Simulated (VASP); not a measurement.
Ba, 1 atom in the cell. Symmetry: Pm-3m, No. 221, cubic system. The conventional cell has a = 4.149 Å, b = 4.149 Å, c = 4.149 Å, α = 90.00°, β = 90.00°, γ = 90.00°. Ba (site symmetry m-3m) has 6 Ba at 4.15 Å within 5.4 Å.  This cell differs from its parent crystal: volume scaled by 1.08.

- Program: VASP 6.6.1
- Task: single point
- Functional: revPBE
- Potentials or basis: VASP PAW PBE potentials, release 64 (Ba_sv)
- Cutoff: 520 eV
- k mesh: 9 × 9 × 9
- Occupations: fermi-dirac, width 0.1 eV
- Spin: no spin polarisation
- Dipole correction: no
- Further INCAR settings: ALGO = Normal; EDIFF = 1e-06; NBANDS = 11

Potentials or basis: VASP PAW PBE potentials, release 64 (Ba_sv).

Command:

```sh
$ cat potpaw_PBE.64/Ba_sv/POTCAR > POTCAR
$ mpirun -np 1 vasp_std > vasp.out
```

Hardware: 1 thread of Intel(R) Xeon(R) 6975P-C (Granite Rapids), with other jobs on the host.

Estimate the wall time of this run.

It took 6.6 s on 1 thread of Intel(R) Xeon(R) 6975P-C (Granite Rapids), on a shared host, peak memory 0.18 GiB. Counts: scf iterations 11, k points 35.
